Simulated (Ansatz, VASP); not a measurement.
# B in VASP and in Ansatz

```
CELL_PARAMETERS angstrom
1.70243 0.00000 0.00000
-0.85122 1.47435 0.00000
0.00000 0.00000 3.67178
ATOMIC_POSITIONS crystal
B 0.00000 0.00000 0.00000
```

Change from the starting cell: strain +0.0100 x Voigt [0, 0, 1, 0, 0, 0], atoms carried along.

Alike in both runs: task single point; functional PBEsol; k mesh 33 × 33 × 14; occupations gaussian, width 0.15 eV; no spin polarisation.

```csv
,VASP,Ansatz
version,VASP 6.6.1,Ansatz 0.2.0
potentials or method,"VASP PAW PBE potentials, release 64 (B), cutoff 520 eV","scalar-relativistic, plane waves, PAW"
valence electrons in the cell,3,3
```

```tsv
	VASP	Ansatz	Ansatz less VASP
gap on the k mesh at the Fermi level (eV)	none	none	-
pressure (GPa)	1.7	1.5	-0.20
traceless stress, the component that is largest in VASP (GPa)	-2.48	-2.20	+0.283
```

VASP's potentials were made for PBE, not for PBEsol. A gap of «none» marks a metal or a gap that the smearing closes. With one functional, cell and mesh, what is left measures potentials, basis and numerics.
